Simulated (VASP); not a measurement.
Wanted: the native input for a VASP 6.6.1 run.

| Property | Result |
| --- | --- |
| Task | relaxation of cell and atoms |
| Functional | PBEsol |
| Potentials or basis | VASP PAW PBE potentials, release 64 (Si, F) |
| Cutoff | 600 eV |
| k mesh | 9 × 9 × 9 |
| Occupations | fermi-dirac, width 0.05 eV |
| Spin | no spin polarisation |
| Target pressure | 30 GPa |
| Dipole correction | no |
| Further INCAR settings | ALGO = Normal; EDIFF = 1e-06; IBRION = 2; EDIFFG = -0.01; NSW = 60; ISIF = 3 |

The structure of SiF lies in POSCAR:

```
SiF
1.0
    3.0286000000      0.0000000000      0.0000000000
    0.0000000000      3.0286000000      0.0000000000
    0.0000000000      0.0000000000      3.0286000000
Si F
1 1
Direct
    0.5000000000      0.5000000000      0.5000000000
    0.0000000000      0.0000000000      0.0000000000
```

One way to write it, as run:

INCAR

```
SYSTEM = SiF
ALGO     = Normal         ! electronic algorithm
EDIFF    = 1E-6           ! SCF threshold, eV
EDIFFG   = -0.01          ! ionic threshold
ENCUT    = 600            ! plane-wave cutoff, eV
GGA      = PS             ! functional
IBRION   = 2              ! ionic algorithm
ISIF     = 3              ! what is computed and relaxed
ISMEAR   = -1             ! smearing method
LASPH    = .TRUE.         ! aspherical terms in the spheres
LCHARG   = .FALSE.        ! write CHGCAR
LREAL    = .FALSE.        ! projectors in reciprocal space
LWAVE    = .FALSE.        ! write WAVECAR
NELM     = 80             ! most SCF steps
NSW      = 60             ! ionic steps
PREC     = Accurate       ! precision mode
PSTRESS  = 300.0        
SIGMA    = 0.05           ! smearing width, eV
```

KPOINTS

```
k-points
0
G
  9 9 9
  0 0 0
```

Potentials or basis: VASP PAW PBE potentials, release 64 (Si, F).

The run is started by

```bash
$ cat potpaw_PBE.64/Si/POTCAR potpaw_PBE.64/F/POTCAR > POTCAR
$ mpirun -np 1 vasp_std > vasp.out
```

It gave:

- Relaxed volume: 10.64 Å³/atom
- Relaxed cell: a = 2.771 Å, b = 2.771 Å, c = 2.771 Å, α = 90.00°, β = 90.00°, γ = 90.00°
- Space group after relaxing (to 0.05 Å): Pm-3m (No. 221)
- Energy change on relaxing (the enthalpy is what falls): +191.1 meV/atom
- Ionic steps: 4
- Pressure after relaxing: 29.9 GPa

Caveat: the cell is relaxed towards a set pressure, so the enthalpy falls and the energy may rise; the volume moved by over 15 % at a fixed basis, so the end points are rough; the PAW data sets were made with another functional, which shifts forces and pressure a little; an odd number of electrons without spin polarisation forces a metal; a magnetic or distorted state may lie lower.

Run time: 36 s on 1 thread of AMD EPYC 7R13 (shared host), peak memory 0.11 GiB.
